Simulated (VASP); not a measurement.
# Ir (P6_3/mmc) in VASP: further runs

Ir is run at these levels: LDA; tasks: single point.

All numbers are computed with VASP 6.6.1; they aren't measurements. Logs are shortened: lines on timing, memory, paths and dates and some standing lists are left out, and cuts for length are marked.

### Step 1. The cell of the first run

It takes space group P6_3/mmc (No. 194, hexagonal). Conventional cell: a = 2.758 Å, b = 2.758 Å, c = 4.472 Å, α = 90.00°, β = 90.00°, γ = 120.00°. Within 3.6 Å of Ir (site symmetry -6m2) lie 12 Ir at 2.75 to 2.76 Å.

This isn't the form of Ir at room conditions, which is fcc.

### Step 2. Single point, LDA, collinear spin (14.73 Å³/atom)

Contents of INCAR:

```
  PREC = Accurate
  ENCUT = 520
  EDIFF = 1E-6
  ISMEAR = 0
  SIGMA = 0.15
  LREAL = False
  LASPH = True
  NELM = 150
  ALGO = Normal
  ISIF = 2
  LWAVE = False
  LCHARG = False
  ISPIN = 2
  MAGMOM = 0.4 0.4
  LORBIT = 11
  NUPDOWN = 0.8
  LMAXMIX = 4
  GGA = CA
  NBANDS = 20
```

Contents of KPOINTS:

```
Automatic mesh
0
Gamma
  21 21 12
```

Contents of POSCAR:

```
Ir
1.0
    2.7583201541      0.0000000000      0.0000000000
   -1.3791600771      2.3887753253      0.0000000000
    0.0000000000      0.0000000000      4.4722974870
Ir
2
Direct
    0.6666666667      0.3333333333      0.7500000000
    0.3333333333      0.6666666667      0.2500000000
```

Potentials or basis: VASP PAW LDA potentials, release 64 (Ir).

On the command line:

```
$ cat potpaw_LDA.64/Ir/POTCAR > POTCAR
$ mpirun -np 1 vasp_std > vasp.out
```

OUTCAR:

```text
PREC = Accurate
   ENCUT = 520
   EDIFF = 1E-6
   ISMEAR = 0
   LREAL = False
   LASPH = True
   NELM = 150
   ISIF = 2
   ISPIN = 2
   LORBIT = 11
   NUPDOWN = 0.8
   GGA = CA

 ion  position               nearest neighbor table
   1  0.667  0.333  0.750-   2 2.75   2 2.75   2 2.75   2 2.75   2 2.75   2 2.75
   2  0.333  0.667  0.250-   1 2.75   1 2.75   1 2.75   1 2.75   1 2.75   1 2.75

  LATTYP: Found a hexagonal cell.
 ALAT       =     2.7583201541
 C/A-ratio  =     1.6213844794

  Lattice vectors:

 A1 = (   2.7583201541,   0.0000000000,   0.0000000000)
 A2 = (  -1.3791600771,   2.3887753253,   0.0000000000)
 A3 = (   0.0000000000,   0.0000000000,   4.4722974870)

Analysis of symmetry for initial positions (statically):
=====================================================================
 Subroutine PRICEL returns:
 Original cell was already a primitive cell.

 Routine SETGRP: Setting up the symmetry group for a
 hexagonal supercell.

 Subroutine GETGRP returns: Found 24 space group operations
 (whereof 12 operations were pure point group operations)
 out of a pool of 24 trial point group operations.

The static configuration has the point symmetry D_3d.
 The point group associated with its full space group is D_6h.

Analysis of symmetry for dynamics (positions and initial velocities):
=====================================================================
 Subroutine PRICEL returns:
 Original cell was already a primitive cell.

 Routine SETGRP: Setting up the symmetry group for a
 hexagonal supercell.

 Subroutine GETGRP returns: Found 24 space group operations
 (whereof 12 operations were pure point group operations)
 out of a pool of 24 trial point group operations.

The dynamic configuration has the point symmetry D_3d.
 The point group associated with its full space group is D_6h.

Analysis of structural, dynamic, and magnetic symmetry:
=====================================================================
 Subroutine PRICEL returns:
 Original cell was already a primitive cell.

 Routine SETGRP: Setting up the symmetry group for a
 hexagonal supercell.

 Subroutine GETGRP returns: Found 24 space group operations
 (whereof 12 operations were pure point group operations)
 out of a pool of 24 trial point group operations.

The overall configuration has the point symmetry D_3d.
 The point group associated with its full space group is D_6h.

 Subroutine INISYM returns: Found 24 space group operations
 (whereof 12 operations are pure point group operations),
 and found     1 'primitive' translations

----------------------------------------------------------------------------------------

                                     Primitive cell

  volume of cell :      29.4680

  direct lattice vectors                    reciprocal lattice vectors
     2.758320154  0.000000000  0.000000000     0.362539497  0.209312276  0.000000000
    -1.379160077  2.388775325  0.000000000     0.000000000  0.418624552  0.000000000
     0.000000000  0.000000000  4.472297487     0.000000000  0.000000000  0.223598721

  length of vectors
     2.758320154  2.758320154  4.472297487     0.418624552  0.418624552  0.223598721

  position of ions in fractional coordinates (direct lattice)
     0.666666667  0.333333333  0.750000000
     0.333333333  0.666666667  0.250000000

  ion indices of the primitive-cell ions
   primitive index   ion index
                 1           1
                 2           2

----------------------------------------------------------------------------------------

 KPOINTS: Automatic mesh

Automatic generation of k-mesh.
 Grid dimensions read from file:
 generate k-points for:   21   21   12

 Generating k-lattice:

  Cartesian coordinates                     Fractional coordinates (reciprocal lattice)
     0.017263786  0.009967251  0.000000000     0.047619048 -0.000000000  0.000000000
     0.000000000  0.019934502  0.000000000     0.000000000  0.047619048  0.000000000
     0.000000000  0.000000000  0.018633227     0.000000000  0.000000000  0.083333333

  Length of vectors
     0.019934502  0.019934502  0.018633227

  Shift w.r.t. Gamma in fractional coordinates (k-lattice)
     0.000000000  0.000000000  0.000000000

 Subroutine IBZKPT returns following result:
 ===========================================

 Found    336 irreducible k-points:

 Following reciprocal coordinates:
            Coordinates               Weight
  0.000000  0.000000  0.000000      1.000000
  0.047619  0.000000  0.000000      6.000000
  0.095238  0.000000  0.000000      6.000000
  0.142857  0.000000  0.000000      6.000000
  0.190476  0.000000  0.000000      6.000000
  0.238095  0.000000  0.000000      6.000000
[... 16 lines left out ...]
  0.142857  0.095238  0.000000     12.000000
  0.190476  0.095238  0.000000     12.000000
 [... further k-points ...]
   k-points           NKPTS =    336   k-points in BZ     NKDIM =    336   number of bands    NBANDS=     20
   number of dos      NEDOS =    301   number of ions     NIONS =      2
   total plane-waves  NPLWV =  20736
   dimension x,y,z NGX =    24 NGY =   24 NGZ =   36
   dimension x,y,z NGXF=    48 NGYF=   48 NGZF=   72
   ions per type =               2
   NGX,Y,Z   is equivalent  to a cutoff of  14.46, 14.46, 13.38 a.u.
   NGXF,Y,Z  is equivalent  to a cutoff of  28.93, 28.93, 26.76 a.u.
 SYSTEM =  unknown system
   PREC   = accura    normal or accurate (medium, high low for compatibility)
   ISTART =      0    job   : 0-new  1-cont  2-samecut
   ICHARG =      2    charge: 1-file 2-atom 10-const
   ISPIN  =      2    spin polarized calculation?
   LNONCOLLINEAR =      F non collinear calculations
   LSORBIT =      F    spin-orbit coupling
   LASPH  =      T    aspherical Exc in radial PAW
   ENCUT  =  520.0 eV  38.22 Ry    6.18 a.u.   5.13  5.13  8.32*2*pi/ulx,y,z
   NELM   =    150;   NELMIN=  2; NELMDL= -5     # of ELM steps
   EDIFF  = 0.1E-05   stopping-criterion for ELM
   LREAL  =      F    real-space projection
   EDIFFG = 0.1E-04   stopping-criterion for IOM
   NSW    =      0    number of steps for IOM
   IBRION =     -1    ionic relax: 0-MD 1-quasi-New 2-CG
   NFREE  =      0    steps in history (QN), initial steepest desc. (CG)
   ISIF   =      2    stress and relaxation
   ISYM   =      2    0-nonsym 1-usesym 2-fastsym
   POTIM  = 0.5000    time-step for ionic-motion
   TEBEG  =    0.0;   TEEND  =   0.0 temperature during run
   PSTRESS=    0.0 pullay stress
   NELECT =      18.0000    total number of electrons
   NUPDOWN=       0.8000    fix difference up-down
   EMIN   =  10.00;   EMAX   =-10.00  energy-range for DOS
   EFERMI =   0.00;   METHOD = LEGACY
   ISMEAR =     0;   SIGMA  =   0.15  broadening in eV -4-tet -1-fermi 0-gaus
   EFERMI_NEDOS =   21; number of points for ismear=-14 and -15
   IALGO  =     38    algorithm
   IMIX   =      4    mixing-type and parameters
     AMIX     =   0.40;   BMIX     =  1.00
     AMIX_MAG =   1.60;   BMIX_MAG =  1.00
  volume/ion in A,a.u.               =      14.73        99.43
  Fermi-wavevector in a.u.,A,eV,Ry     =   1.389042  2.624909 26.251602  1.929438
  Thomas-Fermi vector in A             =   2.513111
   LORBIT       =     11    0 simple, 1 ext, 2 COOP (PROOUT), +10 PAW based schemes
   GGA     = CA    functional components
   LHFCALC =     F    Hartree Fock is set to
   AEXX    =    0.0000 exact exchange contribution
   IVDW    =     0    specifies the selected vdW correction
   LEPSILON=     F    determine dielectric tensor
   LRPA    =     F    only Hartree local field effects (RPA)
 spin polarized calculation
 Gauss-broadening in eV      SIGMA  =   0.15
  energy-cutoff  :      520.00
  volume of cell :       29.47
 maximum number of plane-waves:       814
 NGX is ok and might be reduce to    24
   NGX = 11   NGY = 11   NGZ = 17

 number of electron      17.9999998 magnetization       0.8000000

 Free energy of the ion-electron system (eV)
  ---------------------------------------------------
  ext. energy  EPLUGINS =         0.00000000
  ---------------------------------------------------
  free energy    TOTEN  =       -20.33774609 eV

  energy without entropy =      -20.30813780  energy(sigma->0) =      -20.32294195

 E-fermi :   9.4832     XC(G=0): -13.9036

 val. band max:        9.8933586018   @ k =   0.3333   0.2857   0.0833
 cond. band min:       9.4845905813   @ k =   0.2381   0.0000   0.4167
 fundamental gap:     -0.4087680205
 Fermi energy:         9.8934072771

 spin component 1

 k-point     1 :       0.0000    0.0000    0.0000
  band No.  band energies     occupation
      1      -1.1199      1.00000
      2       1.8610      1.00000
      3       5.8768      1.00000
      4       5.9837      1.00000
      5       5.9837      1.00000
      6       6.5997      1.00000
[... 12 lines left out ...]
     19      32.0851      0.00000
     20      32.0851      0.00000
[... 507 lines left out ...]
 k-point    24 :       0.1905    0.0952    0.0000
  band No.  band energies     occupation
      1       0.9784      1.00000
      2       3.2891      1.00000
      3       4.6480      1.00000
      4       4.7884      1.00000
      5       5.8976      1.00000
      6       6.1109      1.00000
[... 12 lines left out ...]
     19      30.2948      0.00000
     20      32.0111      0.00000

 [... further k-points ...]

 spin component 2

 k-point     1 :       0.0000    0.0000    0.0000
  band No.  band energies     occupation
      1      -1.0155      1.00000
      2       2.0215      1.00000
      3       6.0962      1.00000
      4       6.1939      1.00000
      5       6.1939      1.00000
      6       6.8157      1.00000
[... 12 lines left out ...]
     19      32.1971      0.00000
     20      32.1971      0.00000
[... 507 lines left out ...]
 k-point    24 :       0.1905    0.0952    0.0000
  band No.  band energies     occupation
      1       1.0878      1.00000
      2       3.4637      1.00000
      3       4.8358      1.00000
      4       4.9711      1.00000
      5       6.0980      1.00000
      6       6.3292      1.00000
[... 12 lines left out ...]
     19      30.4097      0.00000
     20      32.1418      0.00000

 [... further k-points ...]

------------------------ aborting loop because EDIFF is reached ----------------------------------------

  FORCE on cell =-STRESS in cart. coord.  units (eV):
  Direction    XX          YY          ZZ          XY          YZ          ZX
  --------------------------------------------------------------------------------------
  -------------------------------------------------------------------------------------
  Total       -3.0516891     -3.0516891     -3.2259541      0.0000000     -0.0000000      0.0000000
  in kB     -165.9205619   -165.9205619   -175.3953604      0.0000000     -0.0000000      0.0000000
  external PRESSURE =    -169.0788281 kB  Pullay stress =       0.0000000 kB

 VOLUME and BASIS-vectors are now :
 -----------------------------------------------------------------------------
  energy-cutoff  :      520.00
  volume of cell :       29.47
      direct lattice vectors                 reciprocal lattice vectors
     2.758320154  0.000000000  0.000000000     0.362539497  0.209312276  0.000000000
    -1.379160077  2.388775325  0.000000000     0.000000000  0.418624552  0.000000000
     0.000000000  0.000000000  4.472297487     0.000000000  0.000000000  0.223598721

 POSITION                                       TOTAL-FORCE (eV/Angst)
 -----------------------------------------------------------------------------------
      1.37916      0.79626      3.35422        -0.000000      0.000000      0.000000
     -0.00000      1.59252      1.11807         0.000000      0.000000      0.000000
 -----------------------------------------------------------------------------------
    total drift:                               -0.000000      0.000000     -0.000000

  FREE ENERGIE OF THE ION-ELECTRON SYSTEM (eV)
  ---------------------------------------------------
  free  energy   TOTEN  =       -20.3377460889 eV

  energy  without entropy=      -20.3081378049  energy(sigma->0) =      -20.32294195

 total charge

# of ion       s       p       d       tot
------------------------------------------
    1        0.650   0.684   6.948   8.282
    2        0.650   0.684   6.948   8.282
--------------------------------------------------
tot          1.299   1.368  13.896  16.564

 magnetization (x)

# of ion       s       p       d       tot
------------------------------------------
    1        0.002   0.004   0.383   0.389
    2        0.002   0.004   0.383   0.389
--------------------------------------------------
tot          0.004   0.008   0.765   0.778
```

Wall time 7.5 min (1 thread of Intel Xeon 8259CL, shared host); peak memory 0.37 GiB.

What came out:

```
Free energy                                           : -20.3377 eV
Pressure                                              : -16.9 GPa
Net moment                                            : 0.80 μB per cell
Site moments                                          : Ir +0.39 μB
Valence electrons inside the program's atomic spheres : Ir 8.28
```

Caveat: the cell stands under tension; spin-orbit coupling is left out, which moves the levels of the heavy elements; the total moment is fixed, so each spin has its own Fermi level and the state may be an excited one.

### Step 3. Single point, LDA, collinear spin (15.57 Å³/atom)

This run uses another cell than the first one, of 15.57 Å³/atom.

Contents of INCAR:

```
ALGO = Normal ; EDIFF = 1E-7
ENCUT = 520 ; GGA = CA
ISIF = 2 ; ISMEAR = 0
ISPIN = 2 ; LASPH = True
LCHARG = False ; LMAXMIX = 4
LORBIT = 11 ; LREAL = False
LWAVE = False ; MAGMOM = 0.5 0.5
NBANDS = 20 ; NELM = 150
NUPDOWN = 1.0 ; PREC = Accurate
SIGMA = 0.15
```

Contents of KPOINTS:

```
k-points
0
Gamma
  21 21 12
```

Contents of POSCAR:

```
Ir
1.0
    2.8094117329      0.0000000000      0.0000000000
   -1.4047058664      2.4330219303      0.0000000000
    0.0000000000      0.0000000000      4.5551365798
Ir
2
Direct
    0.6666666667      0.3333333333      0.7500000000
    0.3333333333      0.6666666667      0.2500000000
```

Potentials or basis: VASP PAW LDA potentials, release 64 (Ir).

On the command line:

```
$ cat potpaw_LDA.64/Ir/POTCAR > POTCAR
$ mpirun -np 1 vasp_std > vasp.out
```

OUTCAR:

```text
EDIFF = 1E-7
   ENCUT = 520
   GGA = CA
   ISIF = 2
   ISMEAR = 0
   ISPIN = 2
   LASPH = True
   LORBIT = 11
   LREAL = False
   NELM = 150
   NUPDOWN = 1.0
   PREC = Accurate

 ion  position               nearest neighbor table
   1  0.667  0.333  0.750-   2 2.80   2 2.80   2 2.80   2 2.80   2 2.80   2 2.80
   2  0.333  0.667  0.250-   1 2.80   1 2.80   1 2.80   1 2.80   1 2.80   1 2.80

  LATTYP: Found a hexagonal cell.
 ALAT       =     2.8094117329
 C/A-ratio  =     1.6213844793

  Lattice vectors:

 A1 = (   2.8094117329,   0.0000000000,   0.0000000000)
 A2 = (  -1.4047058664,   2.4330219303,   0.0000000000)
 A3 = (   0.0000000000,   0.0000000000,   4.5551365798)

Analysis of symmetry for initial positions (statically):
=====================================================================
 Subroutine PRICEL returns:
 Original cell was already a primitive cell.

 Routine SETGRP: Setting up the symmetry group for a
 hexagonal supercell.

[... 753 lines left out ...]
      3       5.5149      1.00000
      4       5.6084      1.00000
      5       5.6084      1.00000
      6       6.1747      1.00000
[... 541 lines left out ...]
     19      28.9928      0.00000
     20      30.4361      0.00000

 [... further k-points ...]

------------------------ aborting loop because EDIFF is reached ----------------------------------------

  FORCE on cell =-STRESS in cart. coord.  units (eV):
  Direction    XX          YY          ZZ          XY          YZ          ZX
  --------------------------------------------------------------------------------------
  -------------------------------------------------------------------------------------
  Total       -5.9142641     -5.9142641     -6.1405252     -0.0000000      0.0000000      0.0000000
  in kB     -304.3325991   -304.3325990   -315.9754071     -0.0000000      0.0000000      0.0000000
  external PRESSURE =    -308.2135351 kB  Pullay stress =       0.0000000 kB

 VOLUME and BASIS-vectors are now :
 -----------------------------------------------------------------------------
  energy-cutoff  :      520.00
  volume of cell :       31.14
      direct lattice vectors                 reciprocal lattice vectors
     2.809411733  0.000000000  0.000000000     0.355946403  0.205505751  0.000000000
    -1.404705866  2.433021930  0.000000000     0.000000000  0.411011503  0.000000000
     0.000000000  0.000000000  4.555136580     0.000000000  0.000000000  0.219532386

 POSITION                                       TOTAL-FORCE (eV/Angst)
 -----------------------------------------------------------------------------------
      1.40471      0.81101      3.41635        -0.000000      0.000000      0.000000
     -0.00000      1.62201      1.13878         0.000000     -0.000000      0.000000
 -----------------------------------------------------------------------------------
    total drift:                               -0.000000      0.000000     -0.000000

  FREE ENERGIE OF THE ION-ELECTRON SYSTEM (eV)
  ---------------------------------------------------
  free  energy   TOTEN  =       -20.0428823139 eV

  energy  without entropy=      -20.0099817335  energy(sigma->0) =      -20.02643202

 total charge

# of ion       s       p       d       tot
------------------------------------------
    1        0.621   0.615   6.881   8.117
    2        0.621   0.615   6.881   8.117
--------------------------------------------------
tot          1.242   1.230  13.762  16.234

 magnetization (x)

# of ion       s       p       d       tot
------------------------------------------
    1        0.002   0.003   0.481   0.487
    2        0.002   0.003   0.481   0.487
--------------------------------------------------
tot          0.005   0.007   0.962   0.973
```

OSZICAR:

```text
N       E                     dE             d eps       ncg     rms          rms(c)
DAV:   1     0.144546619438E+03    0.14455E+03   -0.76906E+03 26896   0.866E+02
DAV:   2    -0.170702286780E+02   -0.16162E+03   -0.14112E+03 27152   0.257E+02
DAV:   3    -0.212582767544E+02   -0.41880E+01   -0.41216E+01 32376   0.500E+01
DAV:   4    -0.213125864740E+02   -0.54310E-01   -0.54279E-01 31028   0.474E+00
DAV:   5    -0.213142509158E+02   -0.16644E-02   -0.16644E-02 32188   0.881E-01    0.180E+01
DAV:   6    -0.202007355622E+02    0.11135E+01   -0.12417E+00 32108   0.132E+01    0.674E+00
DAV:   7    -0.200555812010E+02    0.14515E+00   -0.25056E-01 36856   0.522E+00    0.265E+00
DAV:   8    -0.200486514032E+02    0.69298E-02   -0.50146E-03 29100   0.492E-01    0.148E+00
DAV:   9    -0.200435457232E+02    0.51057E-02   -0.65041E-03 31564   0.894E-01    0.634E-01
DAV:  10    -0.200428776357E+02    0.66809E-03   -0.22574E-04 29228   0.144E-01    0.235E-02
DAV:  11    -0.200428840372E+02   -0.64015E-05   -0.59707E-06 33608   0.193E-02    0.265E-02
DAV:  12    -0.200428830531E+02    0.98414E-06   -0.59111E-07 31668   0.598E-03    0.161E-02
DAV:  13    -0.200428823119E+02    0.74120E-06   -0.74659E-07 31420   0.814E-03    0.737E-04
DAV:  14    -0.200428823139E+02   -0.19982E-08   -0.12525E-08 15616   0.702E-04
   1 F= -.20042882E+02 E0= -.20026432E+02  d E =-.329006E-01  mag=     1.0000
```

stdout:

```text
POSCAR found type information on POSCAR Ir
 POSCAR found :  1 types and       2 ions
 scaLAPACK will be used
 LDA part: xc-table for (Slater(with rela. corr.)+CA(PZ))
 , standard interpolation
 POSCAR, INCAR and KPOINTS ok, starting setup
 FFT: planning ... GRIDC
 FFT: planning ... GRID_SOFT
 FFT: planning ... GRID
 WAVECAR not read
 entering main loop
```

It took 4.1 min on 1 thread of Intel Xeon Platinum 8488C (Sapphire Rapids), shared host; peak memory 0.37 GiB.

What came out:

```yaml
Free_energy: -20.0429 eV
Pressure: -30.8 GPa
Net_moment: 1.00 μB per cell
Site_moments: Ir +0.49 μB
Valence_electrons_inside_the_program's_atomic_spheres: Ir 8.12
```

Caveat: the cell stands under tension; spin-orbit coupling is left out, which moves the levels of the heavy elements; the total moment is fixed, so each spin has its own Fermi level and the state may be an excited one.

[end of part 1 of 2]
